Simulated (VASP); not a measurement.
# P in VASP: further runs

P is run at these levels: PBEsol; tasks: single point.

Program: VASP 6.6.1. These are calculated values, not measurements. Logs are shortened: lines on timing, memory, paths and dates and some standing lists are left out, and cuts for length are marked.

## 1. The cell of the first run

The cell holds a slab with vacuum, 10 atoms: a = 5.635 Å, b = 19.632 Å, c = 6.326 Å, α = 90.00°, β = 104.66°, γ = 90.00°.

## 2. Single point, PBEsol

Contents of INCAR:

```
SYSTEM = P
PREC = Accurate
ENCUT = 520
EDIFF = 1E-6
ISMEAR = 0
SIGMA = 0.1
LREAL = .FALSE.
LASPH = .TRUE.
NELM = 100
ALGO = Normal
ISIF = 2
LWAVE = .FALSE.
LCHARG = .FALSE.
GGA = PS
NBANDS = 36
```

Contents of KPOINTS:

```
regular mesh
0
G
  4 1 4
  0 0 0
```

Contents of POSCAR:

```
P
1.0
    5.6351172265      0.0000000000      0.0000000000
    0.0000000000     19.6324366611      0.0000000000
   -1.6004025234      0.0000000000      6.1198546024
P
10
Direct
    0.1457963700      0.4126057200      0.6895901400
    0.1722993100      0.4429734400      0.3613995500
    0.1722993100      0.5570265600      0.3613995500
    0.1457963700      0.5873942800      0.6895901400
    0.2271261700      0.5000000000      0.9127918800
    0.5428653400      0.5868854100      0.3304599700
    0.7565435300      0.5579960200      0.6585844400
    0.7565435300      0.4420039800      0.6585844400
    0.5428653400      0.4131145900      0.3304599700
    0.6084892700      0.5000000000      0.1251267000
```

Potentials or basis: VASP PAW PBE potentials, release 64 (P).

The run is started by

```bash
> cat potpaw_PBE.64/P/POTCAR > POTCAR
> mpirun -np 1 vasp_std > vasp.out
```

OUTCAR:

```text
SYSTEM = P
   PREC = Accurate
   ENCUT = 520
   EDIFF = 1E-6
   ISMEAR = 0
   LREAL = .FALSE.
   LASPH = .TRUE.
   NELM = 100
   ISIF = 2
   GGA = PS

 ion  position               nearest neighbor table
   1  0.146  0.413  0.690-   5 2.20   2 2.20   8 2.23
   2  0.172  0.443  0.361-   1 2.20   9 2.22   3 2.24
   3  0.172  0.557  0.361-   4 2.20   6 2.22   2 2.24
   4  0.146  0.587  0.690-   5 2.20   3 2.20   7 2.23
   5  0.227  0.500  0.913-   1 2.20   4 2.20  10 2.23   8 2.96   7 2.96
   6  0.543  0.587  0.330-   7 2.19   3 2.22  10 2.23
   7  0.757  0.558  0.659-   6 2.19   4 2.23   8 2.28   5 2.96
   8  0.757  0.442  0.659-   9 2.19   1 2.23   7 2.28   5 2.96
   9  0.543  0.413  0.330-   8 2.19   2 2.22  10 2.23
  10  0.608  0.500  0.125-   5 2.23   6 2.23   9 2.23

  LATTYP: Found a simple monoclinic cell.
 ALAT       =     5.6351172265
 B/A-ratio  =     3.4839446762
 C/A-ratio  =     1.1225418285
 COS(beta)  =    -0.2530018749

  Lattice vectors:

 A1 = (   5.6351172265,   0.0000000000,   0.0000000000)
 A2 = (   0.0000000000,  19.6324366611,   0.0000000000)
 A3 = (  -1.6004025234,   0.0000000000,   6.1198546024)

Analysis of symmetry for initial positions (statically):
=====================================================================
 Subroutine PRICEL returns:
 Original cell was already a primitive cell.

 Routine SETGRP: Setting up the symmetry group for a
 simple monoclinic supercell.

 Subroutine GETGRP returns: Found  2 space group operations
 (whereof  2 operations were pure point group operations)
 out of a pool of  4 trial point group operations.

The static configuration has the point symmetry C_1h.

Analysis of symmetry for dynamics (positions and initial velocities):
=====================================================================
 Subroutine PRICEL returns:
 Original cell was already a primitive cell.

 Routine SETGRP: Setting up the symmetry group for a
 simple monoclinic supercell.

 Subroutine GETGRP returns: Found  2 space group operations
 (whereof  2 operations were pure point group operations)
 out of a pool of  4 trial point group operations.

The dynamic configuration has the point symmetry C_1h.

 Subroutine INISYM returns: Found  2 space group operations
 (whereof  2 operations are pure point group operations),
 and found     1 'primitive' translations

----------------------------------------------------------------------------------------

                                     Primitive cell

  volume of cell :     677.0461

  direct lattice vectors                    reciprocal lattice vectors
     5.635117227  0.000000000  0.000000000     0.177458598  0.000000000  0.046407179
     0.000000000 19.632436661  0.000000000     0.000000000  0.050936112  0.000000000
    -1.600402523  0.000000000  6.119854602     0.000000000  0.000000000  0.163402575

  length of vectors
     5.635117227 19.632436661  6.325654795     0.183426225  0.050936112  0.163402575

  position of ions in fractional coordinates (direct lattice)
     0.145796370  0.412605720  0.689590140
     0.172299310  0.442973440  0.361399550
     0.172299310  0.557026560  0.361399550
     0.145796370  0.587394280  0.689590140
     0.227126170  0.500000000  0.912791880
     0.542865340  0.586885410  0.330459970
     0.756543530  0.557996020  0.658584440
     0.756543530  0.442003980  0.658584440
     0.542865340  0.413114590  0.330459970
     0.608489270  0.500000000  0.125126700

  ion indices of the primitive-cell ions
   primitive index   ion index
                 1           1
                 2           2
                 3           3
                 4           4
                 5           5
                 6           6
                 7           7
                 8           8
                 9           9
                10          10

----------------------------------------------------------------------------------------

 KPOINTS: regular mesh

Automatic generation of k-mesh.
 Grid dimensions read from file:
 generate k-points for:    4    1    4

 Generating k-lattice:

  Cartesian coordinates                     Fractional coordinates (reciprocal lattice)
     0.044364649  0.000000000  0.011601795     0.250000000  0.000000000  0.000000000
     0.000000000  0.050936112  0.000000000     0.000000000  1.000000000  0.000000000
     0.000000000  0.000000000  0.040850644     0.000000000  0.000000000  0.250000000

  Length of vectors
     0.045856556  0.050936112  0.040850644

  Shift w.r.t. Gamma in fractional coordinates (k-lattice)
     0.000000000  0.000000000  0.000000000

 Subroutine IBZKPT returns following result:
 ===========================================

 Found     10 irreducible k-points:

 Following reciprocal coordinates:
            Coordinates               Weight
  0.000000  0.000000  0.000000      1.000000
  0.250000  0.000000  0.000000      2.000000
  0.500000  0.000000  0.000000      1.000000
  0.000000  0.000000  0.250000      2.000000
  0.250000  0.000000  0.250000      2.000000
  0.500000  0.000000  0.250000      2.000000
 -0.250000  0.000000  0.250000      2.000000
  0.000000  0.000000  0.500000      1.000000
  0.250000  0.000000  0.500000      2.000000
  0.500000  0.000000  0.500000      1.000000
   k-points           NKPTS =     10   k-points in BZ     NKDIM =     10   number of bands    NBANDS=     36
   number of dos      NEDOS =    301   number of ions     NIONS =     10
   total plane-waves  NPLWV = 302400
   dimension x,y,z NGX =    42 NGY =  150 NGZ =   48
   dimension x,y,z NGXF=    84 NGYF=  300 NGZF=   96
   ions per type =              10
   NGX,Y,Z   is equivalent  to a cutoff of  12.39, 12.70, 12.61 a.u.
   NGXF,Y,Z  is equivalent  to a cutoff of  24.78, 25.40, 25.23 a.u.
 SYSTEM =  P
   PREC   = accura    normal or accurate (medium, high low for compatibility)
   ISTART =      0    job   : 0-new  1-cont  2-samecut
   ICHARG =      2    charge: 1-file 2-atom 10-const
   ISPIN  =      1    spin polarized calculation?
   LNONCOLLINEAR =      F non collinear calculations
   LSORBIT =      F    spin-orbit coupling
   LASPH  =      T    aspherical Exc in radial PAW
   ENCUT  =  520.0 eV  38.22 Ry    6.18 a.u.  10.48 36.50 11.76*2*pi/ulx,y,z
   NELM   =    100;   NELMIN=  2; NELMDL= -5     # of ELM steps
   EDIFF  = 0.1E-05   stopping-criterion for ELM
   LREAL  =      F    real-space projection
   EDIFFG = 0.1E-04   stopping-criterion for IOM
   NSW    =      0    number of steps for IOM
   IBRION =     -1    ionic relax: 0-MD 1-quasi-New 2-CG
   NFREE  =      0    steps in history (QN), initial steepest desc. (CG)
   ISIF   =      2    stress and relaxation
   ISYM   =      2    0-nonsym 1-usesym 2-fastsym
   POTIM  = 0.5000    time-step for ionic-motion
   TEBEG  =    0.0;   TEEND  =   0.0 temperature during run
   PSTRESS=    0.0 pullay stress
   NELECT =      50.0000    total number of electrons
   NUPDOWN=      -1.0000    fix difference up-down
   EMIN   =  10.00;   EMAX   =-10.00  energy-range for DOS
   EFERMI =   0.00;   METHOD = LEGACY
   ISMEAR =     0;   SIGMA  =   0.10  broadening in eV -4-tet -1-fermi 0-gaus
   EFERMI_NEDOS =   21; number of points for ismear=-14 and -15
   IALGO  =     38    algorithm
   IMIX   =      4    mixing-type and parameters
     AMIX     =   0.40;   BMIX     =  1.00
     AMIX_MAG =   1.60;   BMIX_MAG =  1.00
  volume/ion in A,a.u.               =      67.70       456.89
  Fermi-wavevector in a.u.,A,eV,Ry     =   0.686845  1.297949  6.418631  0.471756
  Thomas-Fermi vector in A             =   1.767190
   LORBIT       =      0    0 simple, 1 ext, 2 COOP (PROOUT), +10 PAW based schemes
   GGA     = PS    functional components
   LHFCALC =     F    Hartree Fock is set to
   AEXX    =    0.0000 exact exchange contribution
   IVDW    =     0    specifies the selected vdW correction
   LEPSILON=     F    determine dielectric tensor
   LRPA    =     F    only Hartree local field effects (RPA)
 non-spin polarized calculation
 Gauss-broadening in eV      SIGMA  =   0.10
  energy-cutoff  :      520.00
  volume of cell :      677.05
 maximum number of plane-waves:     18263
 NGX is ok and might be reduce to    42
   NGX = 21   NGY = 73   NGZ = 23

 number of electron      49.9999999 magnetization

 Free energy of the ion-electron system (eV)
  ---------------------------------------------------
  ext. energy  EPLUGINS =         0.00000000
  ---------------------------------------------------
  free energy    TOTEN  =       -56.87432475 eV

  energy without entropy =      -56.87432475  energy(sigma->0) =      -56.87432475

 E-fermi :  -1.5522     XC(G=0):  -3.3987

 val. band max:       -2.0055115910   @ k =   0.0000   0.0000   0.0000
 cond. band min:      -0.8286070133   @ k =   0.5000   0.0000   0.5000
 fundamental gap:      1.1769045777
 Fermi energy:        -1.5522153863

 k-point     1 :       0.0000    0.0000    0.0000
  band No.  band energies     occupation
      1     -17.1116      2.00000
      2     -14.9980      2.00000
      3     -14.6177      2.00000
      4     -13.8604      2.00000
      5     -13.7220      2.00000
      6     -12.6537      2.00000
[... 28 lines left out ...]
     35       2.1124      0.00000
     36       2.4703      0.00000

 k-point     2 :       0.2500    0.0000    0.0000
  band No.  band energies     occupation
      1     -16.8954      2.00000
      2     -15.3023      2.00000
      3     -14.7812      2.00000
      4     -13.9515      2.00000
      5     -13.2703      2.00000
      6     -13.0939      2.00000
[... 28 lines left out ...]
     35       1.9222      0.00000
     36       2.2397      0.00000

 k-point     3 :       0.5000    0.0000    0.0000
  band No.  band energies     occupation
      1     -16.4336      2.00000
      2     -16.0321      2.00000
      3     -14.2063      2.00000
      4     -14.1134      2.00000
      5     -14.0684      2.00000
      6     -12.4325      2.00000
[... 28 lines left out ...]
     35       1.7727      0.00000
     36       2.0911      0.00000

 k-point     4 :       0.0000    0.0000    0.2500
  band No.  band energies     occupation
      1     -16.9588      2.00000
      2     -15.3611      2.00000
      3     -14.9550      2.00000
      4     -13.7331      2.00000
      5     -12.9800      2.00000
      6     -12.7815      2.00000
[... 28 lines left out ...]
     35       2.2757      0.00000
     36       2.3162      0.00000

 k-point     5 :       0.2500    0.0000    0.2500
  band No.  band energies     occupation
      1     -16.6344      2.00000
      2     -15.8479      2.00000
      3     -14.7183      2.00000
      4     -14.0706      2.00000
      5     -13.3742      2.00000
      6     -12.1973      2.00000
[... 28 lines left out ...]
     35       2.0243      0.00000
     36       2.0279      0.00000

 k-point     6 :       0.5000    0.0000    0.2500
  band No.  band energies     occupation
      1     -16.4356      2.00000
      2     -15.9288      2.00000
      3     -14.2149      2.00000
      4     -14.1694      2.00000
      5     -14.0764      2.00000
      6     -12.9128      2.00000
[... 28 lines left out ...]
     35       1.6188      0.00000
     36       1.8697      0.00000

 k-point     7 :      -0.2500    0.0000    0.2500
  band No.  band energies     occupation
      1     -16.8700      2.00000
      2     -15.2189      2.00000
      3     -14.7709      2.00000
      4     -14.0038      2.00000
      5     -13.4238      2.00000
      6     -13.2495      2.00000
[... 28 lines left out ...]
     35       2.0677      0.00000
     36       2.2343      0.00000

 k-point     8 :       0.0000    0.0000    0.5000
  band No.  band energies     occupation
      1     -16.7054      2.00000
      2     -15.9110      2.00000
      3     -14.9083      2.00000
      4     -13.7404      2.00000
      5     -12.9075      2.00000
      6     -12.1268      2.00000
[... 28 lines left out ...]
     35       2.3882      0.00000
     36       2.7715      0.00000

 k-point     9 :       0.2500    0.0000    0.5000
  band No.  band energies     occupation
      1     -16.5912      2.00000
      2     -15.8387      2.00000
      3     -14.7070      2.00000
      4     -14.0718      2.00000
      5     -13.3570      2.00000
      6     -12.7682      2.00000
[... 28 lines left out ...]
     35       2.0081      0.00000
     36       2.1710      0.00000

 k-point    10 :       0.5000    0.0000    0.5000
  band No.  band energies     occupation
      1     -16.4261      2.00000
      2     -15.8363      2.00000
      3     -14.2159      2.00000
      4     -14.1948      2.00000
      5     -14.0471      2.00000
      6     -13.3693      2.00000
[... 28 lines left out ...]
     35       1.8137      0.00000
     36       1.8539      0.00000

------------------------ aborting loop because EDIFF is reached ----------------------------------------

  FORCE on cell =-STRESS in cart. coord.  units (eV):
  Direction    XX          YY          ZZ          XY          YZ          ZX
  --------------------------------------------------------------------------------------
  -------------------------------------------------------------------------------------
  Total       -1.2104529      0.3343764     -0.4494908      0.0000000      0.0000000      0.0447801
  in kB       -2.8644433      0.7912758     -1.0636853      0.0000000      0.0000000      0.1059687
  external PRESSURE =      -1.0456176 kB  Pullay stress =       0.0000000 kB

 VOLUME and BASIS-vectors are now :
 -----------------------------------------------------------------------------
  energy-cutoff  :      520.00
  volume of cell :      677.05
      direct lattice vectors                 reciprocal lattice vectors
     5.635117227  0.000000000  0.000000000     0.177458598  0.000000000  0.046407179
     0.000000000 19.632436661  0.000000000     0.000000000  0.050936112  0.000000000
    -1.600402523  0.000000000  6.119854602     0.000000000  0.000000000  0.163402575

 POSITION                                       TOTAL-FORCE (eV/Angst)
 -----------------------------------------------------------------------------------
     -0.28204      8.10046      4.22019         0.130991     -0.127758      0.021313
      0.39254      8.69665      2.21171        -0.117214      0.049132     -0.161671
      0.39254     10.93579      2.21171        -0.117214     -0.049132     -0.161671
     -0.28204     11.53198      4.22019         0.130991      0.127758      0.021313
     -0.18095      9.81622      5.58615        -0.256030      0.000000      0.161454
      2.53024     11.52199      2.02237         0.044355      0.081658     -0.094918
      3.20921     10.95482      4.03044        -0.083242     -0.103137      0.153431
      3.20921      8.67762      4.03044        -0.083242      0.103137      0.153431
      2.53024      8.11045      2.02237         0.044355     -0.081658     -0.094918
      3.22866      9.81622      0.76576         0.306248      0.000000      0.002235
 -----------------------------------------------------------------------------------
    total drift:                               -0.000418     -0.000000     -0.000096

  FREE ENERGIE OF THE ION-ELECTRON SYSTEM (eV)
  ---------------------------------------------------
  free  energy   TOTEN  =       -56.8743247515 eV

  energy  without entropy=      -56.8743247515  energy(sigma->0) =      -56.87432475
```

Wall time 4.7 min (1 thread of Intel Xeon 6975P-C (Granite Rapids), shared host); peak memory 0.66 GiB.

What came out:

```
Free energy            : -56.8743 eV
Largest force          : 0.306 eV/Å
Band gap on the k mesh : 1.18 eV, indirect (least direct gap 1.60 eV)
```

Forces in eV/Å, atoms in the order of the input:
```
P    0.131 -0.128  0.021
P   -0.117  0.049 -0.162
P   -0.117 -0.049 -0.162
P    0.131  0.128  0.021
P   -0.256  0.000  0.161
P    0.044  0.082 -0.095
P   -0.083 -0.103  0.153
P   -0.083  0.103  0.153
P    0.044 -0.082 -0.095
P    0.306  0.000  0.002
```

Caveat: the PAW data sets were made with another functional, which shifts forces and pressure a little.

## 3. Single point, PBEsol

This run uses another cell than the first one, of 64.25 Å³/atom, 0.949 times its volume.

Contents of INCAR:

```
ALGO = Normal
EDIFF = 1E-6
ENCUT = 520
GGA = PS
ISIF = 2
ISMEAR = 0
LASPH = True
LCHARG = False
LREAL = False
LWAVE = False
NBANDS = 36
NELM = 100
PREC = Accurate
SIGMA = 0.02
```

Contents of KPOINTS:

```
k-points
0
Gamma
  6 2 6
```

Contents of POSCAR:

```
P
1.0
    5.4396940795      0.0000000000      0.0837860125
    0.0000000000     19.6860565276      0.0000000000
   -1.4539079824      0.0000000000      5.9770375244
P
10
Direct
    0.1460654085      0.4122151371      0.6951925741
    0.1643631500      0.4430389176      0.3531175795
    0.1643631500      0.5569610824      0.3531175795
    0.1460654085      0.5877848629      0.6951925741
    0.2292114661      0.5000000000      0.9222157786
    0.5518519194      0.5869254798      0.3252036448
    0.7437370035      0.5577648730      0.6664986087
    0.7437370035      0.4422351270      0.6664986087
    0.5518519194      0.4130745202      0.3252036448
    0.6293781113      0.5000000000      0.1157461871
```

Potentials or basis: VASP PAW PBE potentials, release 64 (P).

The run is started by

```bash
> cat potpaw_PBE.64/P/POTCAR > POTCAR
> mpirun -np 1 vasp_std > vasp.out
```

Wall time 19 min (1 thread of Intel Xeon 6975P-C (Granite Rapids), shared host); peak memory 0.97 GiB.

It converged, with:

- Free energy: -56.9581 eV
- Largest force: 0.031 eV/Å
- Band gap on the k mesh: 1.03 eV, indirect (least direct gap 1.41 eV)

Forces in eV/Å, atoms in the order of the input:
```
P   -0.005  0.021 -0.004
P    0.009  0.003  0.014
P    0.009 -0.003  0.014
P   -0.005 -0.021 -0.004
P    0.013  0.000 -0.015
P   -0.005 -0.022  0.009
P    0.010  0.000 -0.015
P    0.010  0.000 -0.015
P   -0.005  0.022  0.009
P   -0.031  0.000  0.006
```

Levels at points of the mesh, in eV from the valence-band top:
```tsv
k point	band 23	band 24	band 25	band 26	band 27	band 28
(0.00, 0.00, 0.00)	-0.83	-0.55	-0.05	1.88	2.21	2.24
(0.50, 0.00, 0.00)	-1.38	-1.20	-0.49	1.45	2.06	2.24
(0.00, 0.50, 0.00)	-0.83	-0.55	-0.05	1.88	2.21	2.24
(0.50, 0.50, 0.00)	-1.38	-1.20	-0.49	1.45	2.06	2.24
(0.00, 0.00, 0.50)	-1.26	-0.92	-0.74	1.21	1.34	2.22
(0.50, 0.00, 0.50)	-1.32	-1.07	-1.00	1.03	1.28	1.63
(0.00, 0.50, 0.50)	-1.26	-0.92	-0.74	1.21	1.34	2.22
(0.50, 0.50, 0.50)	-1.32	-1.07	-1.00	1.03	1.28	1.63
```

Caveat: the PAW data sets were made with another functional, which shifts forces and pressure a little.
